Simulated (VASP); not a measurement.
# ZrB6 (Pm-3m) in VASP: further runs, part 2 of 2

VASP 6.6.1. Earlier steps stand in the parts before.

**4. Relaxation of cell and atoms, PBE**

Input file INCAR:

```
SYSTEM = ZrB6
PREC = Accurate
ENCUT = 600
EDIFF = 1E-7
ISMEAR = 0
SIGMA = 0.1
LREAL = .FALSE.
LASPH = .TRUE.
NELM = 60
ALGO = Normal
ISIF = 3
LWAVE = .FALSE.
LCHARG = .FALSE.
GGA = PE
IBRION = 2
NSW = 90
EDIFFG = -0.04
```

Input file KPOINTS:

```
regular mesh
0
G
  4 4 4
  0 0 0
```

Input file POSCAR:

```
ZrB6
1.0
    4.0040286100      0.0000000000      0.0000000000
    0.0000000000      4.0040286100      0.0000000000
    0.0000000000      0.0000000000      4.0040286100
Zr B
1 6
Direct
    0.0000000000      0.0000000000      0.0000000000
    0.5000000000      0.5000000000      0.2000000000
    0.5000000000      0.5000000000      0.8000000000
    0.2000000000      0.5000000000      0.5000000000
    0.8000000000      0.5000000000      0.5000000000
    0.5000000000      0.2000000000      0.5000000000
    0.5000000000      0.8000000000      0.5000000000
```

Potentials or basis: VASP PAW PBE potentials, release 64 (Zr_sv, B).

Launch:

```
$ cat potpaw_PBE.64/Zr_sv/POTCAR potpaw_PBE.64/B/POTCAR > POTCAR
$ mpirun -np 1 vasp_std > vasp.out
```

OUTCAR:

```text
SYSTEM = ZrB6
   PREC = Accurate
   ENCUT = 600
   EDIFF = 1E-7
   ISMEAR = 0
   LREAL = .FALSE.
   LASPH = .TRUE.
   NELM = 60
   ISIF = 3
   GGA = PE
   IBRION = 2
   NSW = 90
   EDIFFG = -0.04

 ion  position               nearest neighbor table
   1  0.000  0.000  0.000-   2 2.94   3 2.94   4 2.94   5 2.94   6 2.94   7 2.94   4 2.94   5 2.94
                             6 2.94   7 2.94   2 2.94   3 2.94   4 2.94   5 2.94   4 2.94   5 2.94
   2  0.500  0.500  0.200-   3 1.60   4 1.70   5 1.70   6 1.70   7 1.70   1 2.94   1 2.94   1 2.94
                             1 2.94
   3  0.500  0.500  0.800-   2 1.60   4 1.70   5 1.70   6 1.70   7 1.70   1 2.94   1 2.94   1 2.94
                             1 2.94
   4  0.200  0.500  0.500-   5 1.60   3 1.70   2 1.70   6 1.70   7 1.70   1 2.94   1 2.94   1 2.94
                             1 2.94
   5  0.800  0.500  0.500-   4 1.60   3 1.70   2 1.70   6 1.70   7 1.70   1 2.94   1 2.94   1 2.94
                             1 2.94
   6  0.500  0.200  0.500-   7 1.60   3 1.70   4 1.70   5 1.70   2 1.70   1 2.94   1 2.94   1 2.94
                             1 2.94
   7  0.500  0.800  0.500-   6 1.60   3 1.70   4 1.70   5 1.70   2 1.70   1 2.94   1 2.94   1 2.94
                             1 2.94

  LATTYP: Found a simple cubic cell.
 ALAT       =     4.0040286100

  Lattice vectors:

 A1 = (   4.0040286100,   0.0000000000,   0.0000000000)
 A2 = (   0.0000000000,   4.0040286100,   0.0000000000)
 A3 = (   0.0000000000,   0.0000000000,   4.0040286100)
[... 163 lines left out ...]

 number of electron      30.0000000 magnetization

 Free energy of the ion-electron system (eV)
  ---------------------------------------------------
  ext. energy  EPLUGINS =         0.00000000
  ---------------------------------------------------
  free energy    TOTEN  =       -48.86818554 eV

  energy without entropy =      -48.85526200  energy(sigma->0) =      -48.86172377

------------------------ aborting loop because EDIFF is reached ----------------------------------------

  FORCE on cell =-STRESS in cart. coord.  units (eV):
  Direction    XX          YY          ZZ          XY          YZ          ZX
  --------------------------------------------------------------------------------------
  -------------------------------------------------------------------------------------
  Total        2.9257870      2.9257870      2.9257870     -0.0000000     -0.0000000      0.0000000
  in kB       73.0233532     73.0233532     73.0233532     -0.0000000     -0.0000000      0.0000000
  external PRESSURE =      73.0233532 kB  Pullay stress =       0.0000000 kB
[... 192 lines left out ...]
--------------------------------------- Ionic step        6  -------------------------------------------

 number of electron      29.9999997 magnetization

 Free energy of the ion-electron system (eV)
  ---------------------------------------------------
  ext. energy  EPLUGINS =         0.00000000
  ---------------------------------------------------
  free energy    TOTEN  =       -48.94890152 eV

  energy without entropy =      -48.93622501  energy(sigma->0) =      -48.94256327

 E-fermi :   8.3369     XC(G=0): -11.4132

 val. band max:        8.3173754508   @ k =   0.5000   0.0000   0.0000
 cond. band min:       8.3971998508   @ k =   0.2500   0.2500   0.2500
 fundamental gap:      0.0798244000
 Fermi energy:         8.3369021498

 k-point     1 :       0.0000    0.0000    0.0000
  band No.  band energies     occupation
      1     -42.7667      2.00000
      2     -20.7039      2.00000
      3     -20.7039      2.00000
      4     -20.7039      2.00000
      5      -8.0515      2.00000
      6      -0.5811      2.00000
[... 243 lines left out ...]
  FREE ENERGIE OF THE ION-ELECTRON SYSTEM (eV)
  ---------------------------------------------------
  free  energy   TOTEN  =       -48.9489015238 eV

  energy  without entropy=      -48.9362250074  energy(sigma->0) =      -48.94256327

 reached required accuracy - stopping structural energy minimisation
```

OSZICAR:

```text
N       E                     dE             d eps       ncg     rms          rms(c)
DAV:   1     0.187470843673E+03    0.18747E+03   -0.16579E+04   380   0.168E+03
DAV:   2    -0.515701743163E+02   -0.23904E+03   -0.23415E+03   503   0.359E+02
DAV:   3    -0.615560368442E+02   -0.99859E+01   -0.98805E+01   632   0.690E+01
[... 65 lines left out ...]
DAV:   5    -0.489488665384E+02   -0.11781E-03   -0.10646E-04   627   0.562E-02    0.231E-02
DAV:   6    -0.489488983912E+02   -0.31853E-04   -0.40225E-05   591   0.335E-02    0.883E-03
DAV:   7    -0.489489012706E+02   -0.28793E-05   -0.14444E-06   493   0.103E-02    0.985E-04
DAV:   8    -0.489489014450E+02   -0.17440E-06   -0.96921E-08   280   0.207E-03    0.556E-04
DAV:   9    -0.489489015238E+02   -0.78826E-07   -0.21182E-08   199   0.110E-03
   6 F= -.48948902E+02 E0= -.48942563E+02  d E =-.139032E-01
```

CONTCAR:

```text
ZrB6
   1.00000000000000
     4.0499030578696313    0.0000000000000000    0.0000000000000000
    -0.0000000000000000    4.0499030578696313   -0.0000000000000000
    -0.0000000000000000   -0.0000000000000000    4.0499030578696313
  Zr              B
     1     6
Direct
     0.0000000000000000    0.0000000000000000    0.0000000000000000
     0.5000000000000000    0.5000000000000000    0.1973752181949840
     0.5000000000000000    0.5000000000000000    0.8026247818050160
     0.1973752181949840    0.5000000000000000    0.5000000000000000
     0.8026247818050160    0.5000000000000000    0.5000000000000000
     0.5000000000000000    0.1973752181949840    0.5000000000000000
     0.5000000000000000    0.8026247818050160    0.5000000000000000

  0.00000000E+00  0.00000000E+00  0.00000000E+00
  0.00000000E+00  0.00000000E+00  0.00000000E+00
  0.00000000E+00  0.00000000E+00  0.00000000E+00
  0.00000000E+00  0.00000000E+00  0.00000000E+00
  0.00000000E+00  0.00000000E+00  0.00000000E+00
  0.00000000E+00  0.00000000E+00  0.00000000E+00
  0.00000000E+00  0.00000000E+00  0.00000000E+00
```

Wall time 75 s (1 thread of AMD EPYC 7R13 (Zen 3), shared host); peak memory 0.15 GiB.

Results:

```yaml
Free_energy: -48.9489 eV
Relaxed_volume: 9.49 Å³/atom
Relaxed_cell: a = 4.050 Å, b = 4.050 Å, c = 4.050 Å, α = 90.00°, β = 90.00°, γ = 90.00°
Space_group_after_relaxing_to_0.05_Å: Pm-3m (No. 221)
Energy_gained_by_relaxing: 11.5 meV/atom
Ionic_steps: 6
Pressure_after_relaxing: 0.0 GPa
Largest_force_after_relaxing: 0.004 eV/Å
Band_gap_on_the_k_mesh: zero (band 15 reaches 9.27 eV, above the bottom of band 16 at 7.69 eV)
```

Forces on the atoms (eV/Å):
```
Zr   0.000  0.000  0.000
B    0.000  0.000  0.004
B    0.000  0.000 -0.004
B    0.004  0.000  0.000
B   -0.004  0.000  0.000
B    0.000  0.004  0.000
B    0.000 -0.004  0.000
```

The path:
```tsv
step	energy change (eV)	largest force (eV/Å)	pressure (GPa)	volume (Å³)
1	0.0000	1.0253	7.30	64.19
2	0.3298	3.2076	-4.65	68.16
3	-0.0668	0.2928	2.98	65.30
4	-0.0668	0.2598	3.09	65.27
5	-0.0761	0.1330	-1.72	67.11
6	-0.0807	0.0035	-0.01	66.43
```

Final structure:
```xyz
7
Lattice="4.0499 0.0000 0.0000 0.0000 4.0499 0.0000 0.0000 0.0000 4.0499" Properties=species:S:1:pos:R:3 pbc="T T T"
Zr    0.0000    0.0000    0.0000
B     2.0250    2.0250    0.7994
B     2.0250    2.0250    3.2506
B     0.7994    2.0250    2.0250
B     3.2506    2.0250    2.0250
B     2.0250    0.7994    2.0250
B     2.0250    3.2506    2.0250
```

Caveat: the k points lie up to 0.39 Å⁻¹ apart in the final cell.

**5. Single point, PBE**

This run uses another cell than the first one, of 9.50 Å³/atom, 1.036 times its volume.

Input file INCAR:

```
SYSTEM = ZrB6
PREC = Accurate
ENCUT = 520
EDIFF = 1E-7
ISMEAR = 0
SIGMA = 0.1
LREAL = .False.
LASPH = .True.
NELM = 80
ALGO = Normal
ISIF = 2
LWAVE = .False.
LCHARG = .True.
GGA = PE
LELF = .True.
LVHAR = .True.
NBANDS = 24
```

Input file KPOINTS:

```
regular mesh
0
Gamma
  10 10 10
  0 0 0
```

Input file POSCAR:

```
ZrB6
1.0
    4.0517770121      0.0000000000      0.0000000000
    0.0000000000      4.0517770121      0.0000000000
    0.0000000000      0.0000000000      4.0517770121
Zr B
1 6
Direct
    0.0000000000      0.0000000000      0.0000000000
    0.5000000000      0.5000000000      0.1974637015
    0.5000000000      0.5000000000      0.8025362985
    0.1974637015      0.5000000000      0.5000000000
    0.8025362985      0.5000000000      0.5000000000
    0.5000000000      0.1974637015      0.5000000000
    0.5000000000      0.8025362985      0.5000000000
```

Launch:

```
$ cat potpaw_PBE.64/Zr_sv/POTCAR potpaw_PBE.64/B/POTCAR > POTCAR
$ mpirun -np 1 vasp_std > vasp.out
```

It took 2.2 min on 1 thread of AMD EPYC 7R13 (Zen 3), shared host; peak memory 0.18 GiB.

It converged, with:

```yaml
Free_energy: -48.9188 eV
Pressure: 0.0 GPa
Largest_force: 0.018 eV/Å
Band_gap_on_the_k_mesh: zero (band 15 reaches 9.25 eV, above the bottom of band 16 at 7.67 eV)
```

Forces on the atoms (eV/Å):
```
Zr   0.000  0.000  0.000
B    0.000  0.000 -0.018
B    0.000  0.000  0.018
B   -0.018  0.000  0.000
B    0.018  0.000  0.000
B    0.000 -0.018  0.000
B    0.000  0.018  0.000
```

Levels at points of the mesh, in eV from the Fermi level:
```tsv
k point	band 12	band 13	band 14	band 15	band 16	band 17	band 18	band 19
(0.00, 0.00, 0.00)	-2.33	-2.33	-2.33	-0.17	-0.17	1.03	1.03	1.03
(0.50, 0.00, 0.00)	-4.13	-3.59	-3.24	-1.38	-0.01	0.18	0.18	0.81
(0.50, 0.50, 0.00)	-4.93	-3.16	-3.16	0.36	0.65	1.14	1.33	1.33
(0.50, 0.50, 0.50)	-2.70	-2.70	-2.70	0.93	0.93	1.43	1.43	1.43
```

**6. Relaxation of cell and atoms, PBE**

This run uses another cell than the first one, of 9.49 Å³/atom, 1.035 times its volume.

Input file INCAR:

```
PREC = Accurate ; ENCUT = 600
EDIFF = 1E-6 ; ISMEAR = 0
SIGMA = 0.1 ; LREAL = F
LASPH = T ; NELM = 60
ALGO = Normal ; ISIF = 3
LWAVE = F ; LCHARG = F
GGA = PE ; IBRION = 2
NSW = 100 ; EDIFFG = -0.01
```

Input file KPOINTS:

```
Automatic mesh
0
Gamma
  10 10 10
```

Input file POSCAR:

```
ZrB6
1.0
    4.0503815559      0.0000000000      0.0000000000
    0.0000000000      4.0503815559      0.0000000000
    0.0000000000      0.0000000000      4.0503815559
Zr B
1 6
Direct
    0.0000000000      0.0000000000      0.0000000000
    0.5000000000      0.5000000000      0.1974915545
    0.5000000000      0.5000000000      0.8025084455
    0.1974915545      0.5000000000      0.5000000000
    0.8025084455      0.5000000000      0.5000000000
    0.5000000000      0.1974915545      0.5000000000
    0.5000000000      0.8025084455      0.5000000000
```

Potentials or basis: VASP PAW PBE potentials, release 64 (Zr_sv, B).

Launch:

```
$ cat potpaw_PBE.64/Zr_sv/POTCAR potpaw_PBE.64/B/POTCAR > POTCAR
$ mpirun -np 1 vasp_std > vasp.out
```

Run time: 3.3 min. Hardware: 1 thread of AMD EPYC 7R13 (Zen 3), shared host; peak memory 0.2 GiB.

Results (log left out):

- Free energy: -48.9244 eV
- Relaxed volume: 9.50 Å³/atom
- Relaxed cell: a = 4.051 Å, b = 4.051 Å, c = 4.051 Å, α = 90.00°, β = 90.00°, γ = 90.00°
- Space group after relaxing (to 0.05 Å): Pm-3m (No. 221)
- Energy gained by relaxing: 0.0 meV/atom
- Ionic steps: 3
- Pressure after relaxing: 0.1 GPa
- Largest force after relaxing: 0.007 eV/Å
- Band gap on the k mesh: zero (band 15 reaches 9.25 eV, above the bottom of band 16 at 7.68 eV)

Forces in eV/Å, atoms in the order of the input:
```
Zr   0.000  0.000  0.000
B    0.000  0.000  0.007
B    0.000  0.000 -0.007
B    0.007  0.000  0.000
B   -0.007  0.000  0.000
B    0.000  0.007  0.000
B    0.000 -0.007  0.000
```

Final structure:
```xyz
7
Lattice="4.0512 0.0000 0.0000 0.0000 4.0512 0.0000 0.0000 0.0000 4.0512" Properties=species:S:1:pos:R:3 pbc="T T T"
Zr    0.0000    4.0512    0.0000
B     2.0256    2.0256    0.7996
B     2.0256    2.0256    3.2516
B     0.7996    2.0256    2.0256
B     3.2516    2.0256    2.0256
B     2.0256    0.7996    2.0256
B     2.0256    3.2516    2.0256
```

Levels at points of the mesh, in eV from the Fermi level:
```tsv
k point	band 11	band 12	band 13	band 14	band 15	band 16	band 17	band 18	band 19
(0.00, 0.00, 0.00)	-7.32	-2.33	-2.33	-2.33	-0.17	-0.17	1.03	1.03	1.03
(0.50, 0.00, 0.00)	-4.13	-4.13	-3.59	-3.24	-1.37	-0.01	0.18	0.18	0.81
(0.50, 0.50, 0.00)	-4.93	-4.93	-3.16	-3.16	0.36	0.65	1.14	1.33	1.33
(0.50, 0.50, 0.50)	-6.31	-2.70	-2.70	-2.70	0.93	0.93	1.43	1.43	1.72
```

**7. The runs side by side**

```csv
task,cell,k mesh,cutoff (eV),gap on the mesh (eV),pressure (GPa),relaxed volume (Å³/atom),largest force (eV/Å)
single point,"a = 4.004 Å, 7 atoms",4 × 4 × 4,520,none,7.3,-,1.03
single point,"a = 4.050 Å, 7 atoms",4 × 4 × 4,520,none,0.0,-,0.03
relaxation of cell and atoms,"relaxed from a = 4.004 Å, 7 atoms",4 × 4 × 4,600,none,0.0,9.49,-
single point,"a = 4.052 Å, 7 atoms",10 × 10 × 10,520,none,0.0,-,0.02
relaxation of cell and atoms,"relaxed from a = 4.050 Å, 7 atoms",10 × 10 × 10,600,none,0.1,9.50,0.01
```

Alike in all rows: level PBE; potentials or basis VASP PAW PBE potentials, release 64 (Zr_sv, B); no spin polarisation; smearing gaussian 0.1 eV.

Caveats: some runs use coarse meshes; forces of over 1 eV/Å act on the atoms, so gaps and moduli don't describe the material at rest (some runs).

Total energies depend on the potentials used, so only differences within one code and one set of settings carry meaning.
